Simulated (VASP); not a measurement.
# Cd3Se2S (P3m1) in VASP: notebook

Aim: see how the results for Cd3Se2S move with the level of theory and the settings. Levels: r2SCAN, PBE. Tasks: single point, relaxation of cell and atoms.

All numbers are computed with VASP 6.6.1; they aren't measurements. Logs are shortened: lines on timing, memory, paths and dates and some standing lists are left out, and cuts for length are marked.

## 1. The cell of the first run

The structure is trigonal, space group P3m1 (No. 156). The conventional cell has a = 4.316 Å, b = 4.316 Å, c = 10.586 Å, α = 90.00°, β = 90.00°, γ = 120.00°. Cd (site symmetry 3m) has 4 Se at 2.66 to 2.68 Å within 3.5 Å. Cd (site symmetry 3m) has 3 S at 2.61 Å and 1 Se at 2.68 Å within 3.4 Å. Cd (site symmetry 3m) has 1 S at 2.57 Å and 3 Se at 2.66 Å within 3.4 Å. Within 3.5 Å of Se (site symmetry 3m) lie 4 Cd at 2.66 to 2.68 Å. Se (site symmetry 3m) has 4 Cd at 2.66 to 2.68 Å within 3.5 Å. S (site symmetry 3m) has 4 Cd at 2.57 to 2.61 Å within 3.4 Å.

## 2. Single point, r2SCAN

POSCAR

```
Cd3Se2S
1.0
    4.3155832096      0.0000000000      0.0000000000
   -2.1577916048      3.7374046917      0.0000000000
    0.0000000000      0.0000000000     10.5861007000
Cd Se S
3 2 1
Direct
    0.3333333333      0.6666666667      0.0002900000
    0.6666666667      0.3333333333      0.6578390000
    0.0000000000      0.0000000000      0.3424180000
    0.6666666667      0.3333333333      0.9113260000
    0.3333333333      0.6666666667      0.2531820000
    0.0000000000      0.0000000000      0.5849460000
```

INCAR.step1

```
  PREC = Accurate
  ENCUT = 520
  ISMEAR = 0
  SIGMA = 0.02
  LREAL = F
  LASPH = T
  NELM = 80
  NBANDS = 36
  GGA = PE
  ALGO = Normal
  EDIFF = 1E-4
  LWAVE = T
  LCHARG = F
```

INCAR.step2

```
  PREC = Accurate
  ENCUT = 520
  EDIFF = 1E-6
  ISMEAR = 0
  SIGMA = 0.02
  LREAL = F
  LASPH = T
  NELM = 80
  ALGO = Normal
  ISIF = 2
  LWAVE = F
  LCHARG = F
  METAGGA = R2SCAN
  LMIXTAU = T
  NBANDS = 36
  ISTART = 1
```

KPOINTS

```
regular mesh
0
Gamma
  12 12 4
```

Potentials or basis: VASP PAW PBE potentials, release 64 (Cd, Se, S).

Started as:

```console
> cat potpaw_PBE.64/Cd/POTCAR potpaw_PBE.64/Se/POTCAR potpaw_PBE.64/S/POTCAR > POTCAR
> cp INCAR.step1 INCAR
> mpirun -np 1 vasp_std > vasp.out
> cp INCAR.step2 INCAR
> mpirun -np 1 vasp_std > vasp.out
```

OUTCAR:

```text
PREC = Accurate
   ENCUT = 520
   EDIFF = 1E-6
   ISMEAR = 0
   LREAL = F
   LASPH = T
   NELM = 80
   ISIF = 2
   METAGGA = R2SCAN
   ISTART = 1

 ion  position               nearest neighbor table
   1  0.333  0.667  0.000-   4 2.66   4 2.66   4 2.66   5 2.68
   2  0.667  0.333  0.658-   6 2.61   6 2.61   6 2.61   4 2.68
   3  0.000  0.000  0.342-   6 2.57   5 2.66   5 2.66   5 2.66
   4  0.667  0.333  0.911-   1 2.66   1 2.66   1 2.66   2 2.68
   5  0.333  0.667  0.253-   3 2.66   3 2.66   3 2.66   1 2.68
   6  0.000  0.000  0.585-   3 2.57   2 2.61   2 2.61   2 2.61

  LATTYP: Found a hexagonal cell.
 ALAT       =     4.3155832096
 C/A-ratio  =     2.4529942272

  Lattice vectors:

 A1 = (   4.3155832096,   0.0000000000,   0.0000000000)
 A2 = (  -2.1577916048,   3.7374046917,   0.0000000000)
 A3 = (   0.0000000000,   0.0000000000,  10.5861007000)

Analysis of symmetry for initial positions (statically):
=====================================================================
 Subroutine PRICEL returns:
 Original cell was already a primitive cell.

 Routine SETGRP: Setting up the symmetry group for a
 hexagonal supercell.

 Subroutine GETGRP returns: Found  6 space group operations
 (whereof  6 operations were pure point group operations)
 out of a pool of 24 trial point group operations.

The static configuration has the point symmetry C_3v.

Analysis of symmetry for dynamics (positions and initial velocities):
=====================================================================
 Subroutine PRICEL returns:
 Original cell was already a primitive cell.

 Routine SETGRP: Setting up the symmetry group for a
 hexagonal supercell.

 Subroutine GETGRP returns: Found  6 space group operations
 (whereof  6 operations were pure point group operations)
 out of a pool of 24 trial point group operations.

The dynamic configuration has the point symmetry C_3v.

 Subroutine INISYM returns: Found  6 space group operations
 (whereof  6 operations are pure point group operations),
 and found     1 'primitive' translations

----------------------------------------------------------------------------------------

                                     Primitive cell

  volume of cell :     170.7441

  direct lattice vectors                    reciprocal lattice vectors
     4.315583210  0.000000000  0.000000000     0.231718392  0.133782676  0.000000000
    -2.157791605  3.737404692  0.000000000     0.000000000  0.267565351  0.000000000
     0.000000000  0.000000000 10.586100700     0.000000000  0.000000000  0.094463488

  length of vectors
     4.315583210  4.315583210 10.586100700     0.267565351  0.267565351  0.094463488

  position of ions in fractional coordinates (direct lattice)
     0.333333333  0.666666667  0.000290000
     0.666666667  0.333333333  0.657839000
     0.000000000  0.000000000  0.342418000
     0.666666667  0.333333333  0.911326000
     0.333333333  0.666666667  0.253182000
     0.000000000  0.000000000  0.584946000

  ion indices of the primitive-cell ions
   primitive index   ion index
                 1           1
                 2           2
                 3           3
                 4           4
                 5           5
                 6           6

----------------------------------------------------------------------------------------

 KPOINTS: regular mesh

Automatic generation of k-mesh.
 Grid dimensions read from file:
 generate k-points for:   12   12    4

 Generating k-lattice:

  Cartesian coordinates                     Fractional coordinates (reciprocal lattice)
     0.019309866  0.011148556  0.000000000     0.083333333  0.000000000  0.000000000
     0.000000000  0.022297113  0.000000000     0.000000000  0.083333333  0.000000000
     0.000000000  0.000000000  0.023615872     0.000000000  0.000000000  0.250000000

  Length of vectors
     0.022297113  0.022297113  0.023615872

  Shift w.r.t. Gamma in fractional coordinates (k-lattice)
     0.000000000  0.000000000  0.000000000

 Subroutine IBZKPT returns following result:
 ===========================================

 Found     69 irreducible k-points:

 Following reciprocal coordinates:
            Coordinates               Weight
  0.000000  0.000000  0.000000      1.000000
  0.083333  0.000000  0.000000      6.000000
  0.166667 -0.000000  0.000000      6.000000
  0.250000 -0.000000  0.000000      6.000000
  0.333333 -0.000000  0.000000      6.000000
  0.416667  0.000000  0.000000      6.000000
[... 16 lines left out ...]
  0.166667 -0.000000  0.250000      6.000000
  0.000000  0.166667  0.250000      6.000000
 [... further k-points ...]
   k-points           NKPTS =     69   k-points in BZ     NKDIM =     69   number of bands    NBANDS=     36
   number of dos      NEDOS =    301   number of ions     NIONS =      6
   total plane-waves  NPLWV =  81920
   dimension x,y,z NGX =    32 NGY =   32 NGZ =   80
   dimension x,y,z NGXF=    64 NGYF=   64 NGZF=  160
   ions per type =               3   2   1
   NGX,Y,Z   is equivalent  to a cutoff of  12.33, 12.33, 12.56 a.u.
   NGXF,Y,Z  is equivalent  to a cutoff of  24.65, 24.65, 25.13 a.u.
 SYSTEM =  unknown system
   PREC   = accura    normal or accurate (medium, high low for compatibility)
   ISTART =      1    job   : 0-new  1-cont  2-samecut
   ICHARG =      0    charge: 1-file 2-atom 10-const
   ISPIN  =      1    spin polarized calculation?
   LNONCOLLINEAR =      F non collinear calculations
   LSORBIT =      F    spin-orbit coupling
   LASPH  =      T    aspherical Exc in radial PAW
   ENCUT  =  520.0 eV  38.22 Ry    6.18 a.u.   8.02  8.02 19.68*2*pi/ulx,y,z
   NELM   =     80;   NELMIN=  2; NELMDL=  0     # of ELM steps
   EDIFF  = 0.1E-05   stopping-criterion for ELM
   LREAL  =      F    real-space projection
   EDIFFG = 0.1E-04   stopping-criterion for IOM
   NSW    =      0    number of steps for IOM
   IBRION =     -1    ionic relax: 0-MD 1-quasi-New 2-CG
   NFREE  =      0    steps in history (QN), initial steepest desc. (CG)
   ISIF   =      2    stress and relaxation
   ISYM   =      2    0-nonsym 1-usesym 2-fastsym
   POTIM  = 0.5000    time-step for ionic-motion
   TEBEG  =    0.0;   TEEND  =   0.0 temperature during run
   PSTRESS=    0.0 pullay stress
   NELECT =      54.0000    total number of electrons
   NUPDOWN=      -1.0000    fix difference up-down
   EMIN   =  10.00;   EMAX   =-10.00  energy-range for DOS
   EFERMI =   0.00;   METHOD = LEGACY
   ISMEAR =     0;   SIGMA  =   0.02  broadening in eV -4-tet -1-fermi 0-gaus
   EFERMI_NEDOS =   21; number of points for ismear=-14 and -15
   IALGO  =     38    algorithm
   IMIX   =      4    mixing-type and parameters
     AMIX     =   0.40;   BMIX     =  1.00
     AMIX_MAG =   1.60;   BMIX_MAG =  1.00
  volume/ion in A,a.u.               =      28.46       192.04
  Fermi-wavevector in a.u.,A,eV,Ry     =   1.115383  2.107769 16.926740  1.244080
  Thomas-Fermi vector in A             =   2.251988
   LORBIT       =      0    0 simple, 1 ext, 2 COOP (PROOUT), +10 PAW based schemes
   METAGGA = R2SCAN    functional components
   LHFCALC =     F    Hartree Fock is set to
   AEXX    =    0.0000 exact exchange contribution
   IVDW    =     0    specifies the selected vdW correction
   LEPSILON=     F    determine dielectric tensor
   LRPA    =     F    only Hartree local field effects (RPA)
 non-spin polarized calculation
 Gauss-broadening in eV      SIGMA  =   0.02
  energy-cutoff  :      520.00
  volume of cell :      170.74
 maximum number of plane-waves:      4620
   NGX = 17   NGY = 17   NGZ = 39

 number of electron      54.0000004 magnetization

 Free energy of the ion-electron system (eV)
  ---------------------------------------------------
  ext. energy  EPLUGINS =         0.00000000
  ---------------------------------------------------
  free energy    TOTEN  =      -101.46271664 eV

  energy without entropy =     -101.46271664  energy(sigma->0) =     -101.46271664

 E-fermi :   0.5413     XC(G=0):  -9.2746

 val. band max:        0.4474538766   @ k =   0.0000   0.0000   0.0000
 cond. band min:       1.4598047849   @ k =   0.0000   0.0000   0.0000
 fundamental gap:      1.0123509083
 Fermi energy:         0.5413131551

 k-point     1 :       0.0000    0.0000    0.0000
  band No.  band energies     occupation
      1     -12.3142      2.00000
      2     -12.0565      2.00000
      3     -12.0461      2.00000
      4      -7.6195      2.00000
      5      -7.6195      2.00000
      6      -7.5917      2.00000
[... 28 lines left out ...]
     35       7.4575      0.00000
     36       7.4582      0.00000

 k-point     2 :       0.0833    0.0000    0.0000
  band No.  band energies     occupation
      1     -12.2935      2.00000
      2     -12.0435      2.00000
      3     -12.0339      2.00000
      4      -7.6100      2.00000
      5      -7.6057      2.00000
      6      -7.5840      2.00000
[... 28 lines left out ...]
     35       7.1431      0.00000
     36       7.5057      0.00000

 k-point     3 :       0.1667   -0.0000    0.0000
  band No.  band energies     occupation
      1     -12.2358      2.00000
      2     -12.0092      2.00000
      3     -12.0001      2.00000
      4      -7.5847      2.00000
      5      -7.5777      2.00000
      6      -7.5505      2.00000
[... 28 lines left out ...]
     35       7.3670      0.00000
     36       7.4059      0.00000

 k-point     4 :       0.2500   -0.0000    0.0000
  band No.  band energies     occupation
      1     -12.1537      2.00000
      2     -11.9672      2.00000
      3     -11.9515      2.00000
      4      -7.5535      2.00000
      5      -7.5515      2.00000
      6      -7.4963      2.00000
[... 28 lines left out ...]
     35       7.5428      0.00000
     36       7.7143      0.00000

 k-point     5 :       0.3333   -0.0000    0.0000
  band No.  band energies     occupation
      1     -12.0651      2.00000
      2     -11.9325      2.00000
      3     -11.9012      2.00000
      4      -7.5320      2.00000
      5      -7.5205      2.00000
      6      -7.4644      2.00000
[... 655 lines left out ...]
 k-point    22 :       0.0000    0.0833    0.2500
  band No.  band energies     occupation
      1     -12.2710      2.00000
      2     -12.1238      2.00000
      3     -11.9762      2.00000
      4      -7.6062      2.00000
      5      -7.6047      2.00000
      6      -7.5644      2.00000
[... 28 lines left out ...]
     35       7.2957      0.00000
     36       7.5027      0.00000

 k-point    23 :       0.1667   -0.0000    0.2500
  band No.  band energies     occupation
      1     -12.2166      2.00000
      2     -12.0790      2.00000
      3     -11.9496      2.00000
      4      -7.5855      2.00000
      5      -7.5772      2.00000
      6      -7.5319      2.00000
[... 28 lines left out ...]
     35       7.3952      0.00000
     36       7.7924      0.00000

 k-point    24 :       0.0000    0.1667    0.2500
  band No.  band energies     occupation
      1     -12.2145      2.00000
      2     -12.0834      2.00000
      3     -11.9474      2.00000
      4      -7.5796      2.00000
      5      -7.5702      2.00000
      6      -7.5419      2.00000
[... 28 lines left out ...]
     35       7.6409      0.00000
     36       7.7188      0.00000

 [... further k-points ...]

------------------------ aborting loop because EDIFF is reached ----------------------------------------

  FORCE on cell =-STRESS in cart. coord.  units (eV):
  Direction    XX          YY          ZZ          XY          YZ          ZX
  --------------------------------------------------------------------------------------
  -------------------------------------------------------------------------------------
  Total       -1.3100048     -1.3100048     -1.3121257      0.0000000      0.0000000      0.0000000
  in kB      -12.2924321    -12.2924321    -12.3123340      0.0000000      0.0000000      0.0000000
  external PRESSURE =     -12.2990661 kB  Pullay stress =       0.0000000 kB

 VOLUME and BASIS-vectors are now :
 -----------------------------------------------------------------------------
  energy-cutoff  :      520.00
  volume of cell :      170.74
      direct lattice vectors                 reciprocal lattice vectors
     4.315583210  0.000000000  0.000000000     0.231718392  0.133782676  0.000000000
    -2.157791605  3.737404692  0.000000000     0.000000000  0.267565351  0.000000000
     0.000000000  0.000000000 10.586100700     0.000000000  0.000000000  0.094463488

 POSITION                                       TOTAL-FORCE (eV/Angst)
 -----------------------------------------------------------------------------------
     -0.00000      2.49160      0.00307        -0.000000      0.000000     -0.007274
      2.15779      1.24580      6.96395         0.000000     -0.000000      0.015212
      0.00000      0.00000      3.62487        -0.000000      0.000000     -0.013911
      2.15779      1.24580      9.64739         0.000000     -0.000000      0.003484
     -0.00000      2.49160      2.68021         0.000000     -0.000000      0.005293
      0.00000      0.00000      6.19230         0.000000     -0.000000     -0.002804
 -----------------------------------------------------------------------------------
    total drift:                               -0.000008      0.000005      0.001031

  FREE ENERGIE OF THE ION-ELECTRON SYSTEM (eV)
  ---------------------------------------------------
  free  energy   TOTEN  =      -101.4627166444 eV

  energy  without entropy=     -101.4627166444  energy(sigma->0) =     -101.46271664
```

Run time: 16 min. Hardware: 1 thread of AMD EPYC 9R45 (Zen 5), shared host; peak memory 0.53 GiB.

Results:

```
Free energy            : -101.4627 eV
Pressure               : -1.2 GPa
Largest force          : 0.015 eV/Å
Band gap on the k mesh : 1.01 eV
```

Forces on the atoms (eV/Å):
```
Cd   0.000  0.000 -0.007
Cd   0.000  0.000  0.015
Cd   0.000  0.000 -0.014
Se   0.000  0.000  0.003
Se   0.000  0.000  0.005
S    0.000  0.000 -0.003
```

Caveat: the PAW data sets were made with another functional, which shifts forces and pressure a little. A k mesh can miss the band edges.

## 3. Relaxation of cell and atoms, PBE

INCAR

```
SYSTEM = Cd3Se2S
ALGO     = Normal         ! electronic algorithm
EDIFF    = 1E-7           ! SCF threshold, eV
EDIFFG   = -0.01          ! ionic threshold
ENCUT    = 600            ! plane-wave cutoff, eV
GGA      = PE             ! functional
IBRION   = 2              ! ionic algorithm
ISIF     = 3              ! what is computed and relaxed
ISMEAR   = 0              ! smearing method
LASPH    = .True.         ! aspherical terms in the spheres
LCHARG   = .False.        ! write CHGCAR
LREAL    = .False.        ! projectors in reciprocal space
LWAVE    = .False.        ! write WAVECAR
NELM     = 80             ! most SCF steps
NSW      = 100            ! ionic steps
PREC     = Accurate       ! precision mode
SIGMA    = 0.02           ! smearing width, eV
```

KPOINTS

```
k-points
0
Gamma
  12 12 4
  0 0 0
```

POSCAR

```
Cd3Se2S
1.0
    4.3155832000      0.0000000000      0.0000000000
   -2.1577916000      3.7374047000      0.0000000000
    0.0000000000      0.0000000000     10.5861007000
Cd Se S
3 2 1
Direct
    0.3333333000      0.6666667000      0.0002900000
    0.6666667000      0.3333333000      0.6578390000
    0.0000000000      0.0000000000      0.3424180000
    0.6666667000      0.3333333000      0.9113260000
    0.3333333000      0.6666667000      0.2531820000
    0.0000000000      0.0000000000      0.5849460000
```

Potentials or basis: VASP PAW PBE potentials, release 64 (Cd, Se, S).

Started as:

```console
> cat potpaw_PBE.64/Cd/POTCAR potpaw_PBE.64/Se/POTCAR potpaw_PBE.64/S/POTCAR > POTCAR
> mpirun -np 1 vasp_std > vasp.out
```

Wall time 25 min (1 thread of Oxide Virtual Turin-like, shared host); peak memory 0.62 GiB.

It converged, with:

```
Free energy                           : -17.1052 eV
Relaxed volume                        : 28.59 Å³/atom
Relaxed cell                          : a = 4.322 Å, b = 4.322 Å, c = 10.602 Å, α = 90.00°, β = 90.00°, γ = 120.00°
Space group after relaxing (to 0.1 Å) : P3m1 (No. 156)
Energy gained by relaxing             : 0.1 meV/atom
Ionic steps                           : 3
Pressure after relaxing               : 0.0 GPa
Band gap on the k mesh                : 0.55 eV
```

Step by step:
```csv
step,energy change (eV),largest force (eV/Å),pressure (GPa),volume (Å³)
1,0.0000,0.0059,0.23,170.74
2,-0.0005,0.0027,-0.06,171.73
3,-0.0006,0.0019,0.00,171.53
```

Final structure:
```cif
data_structure
_symmetry_space_group_name_H-M 'P 1'
_symmetry_Int_Tables_number 1
_cell_length_a 4.3222
_cell_length_b 4.3222
_cell_length_c 10.6025
_cell_angle_alpha 90.000
_cell_angle_beta 90.000
_cell_angle_gamma 120.000
_cell_volume 171.53
loop_
_atom_site_label
_atom_site_type_symbol
_atom_site_fract_x
_atom_site_fract_y
_atom_site_fract_z
_atom_site_occupancy
Cd1 Cd 0.33333 0.66667 0.00030 1
Cd2 Cd 0.66667 0.33333 0.65783 1
Cd3 Cd 0.00000 0.00000 0.34242 1
Se1 Se 0.66667 0.33333 0.91132 1
Se2 Se 0.33333 0.66667 0.25317 1
S1 S 0.00000 0.00000 0.58497 1
```

Levels at points of the mesh, in eV from the valence-band top:
```tsv
k point	band 24	band 25	band 26	band 27	band 28	band 29	band 30	band 31
(0.00, 0.00, 0.00)	-0.42	-0.12	0.00	0.00	0.55	2.33	2.53	6.01
(0.50, 0.00, 0.00)	-1.53	-1.44	-1.11	-0.88	3.18	3.33	3.38	3.78
(0.00, 0.00, 0.50)	-0.30	-0.30	-0.09	-0.09	1.72	1.89	2.47	5.56
(0.50, 0.00, 0.50)	-1.75	-1.36	-0.77	-0.71	2.41	3.55	3.78	4.31
```
